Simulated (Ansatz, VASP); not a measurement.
CdAg2: VASP beside Ansatz

```
Cd Ag
1.0
     0.00000    3.93072    3.93072
     3.93072    0.00000    3.93072
     3.93072    3.93072    0.00000
Cd Ag
2 4
Direct
  0.50000 0.50000 0.50000
  0.75000 0.75000 0.75000
  0.12500 0.12500 0.12500
  0.62500 0.12500 0.12500
  0.12500 0.12500 0.62500
  0.12500 0.62500 0.12500
```

Alike in both runs: task relaxation of cell and atoms; functional PBE; k mesh 8 × 8 × 8; occupations fermi-dirac, width 0.15 eV; no spin polarisation.

|  | VASP | Ansatz |
| --- | --- | --- |
| version | VASP 6.6.1 | Ansatz 0.2.0 |
| potentials or method | VASP PAW PBE potentials, release 64 (Cd, Ag), cutoff 600 eV | scalar-relativistic, plane waves, PAW |
| valence electrons in the cell | 68 | 116 |

```csv
,VASP,Ansatz,Ansatz less VASP
"gap on the k mesh at the Fermi level, each at its own relaxed structure (eV)",none,none,-
relaxed volume (Å³/atom),20.22,20.23,+0.005
relaxed length of the cell vector where the two differ most in proportion (Å),5.557,5.557,+0.0005
```

A gap of «none» marks a metal or a gap that the smearing closes. VASP's potentials hold 68 valence electrons a cell and Ansatz's 116, so a difference there can come from the potentials and not from the codes.
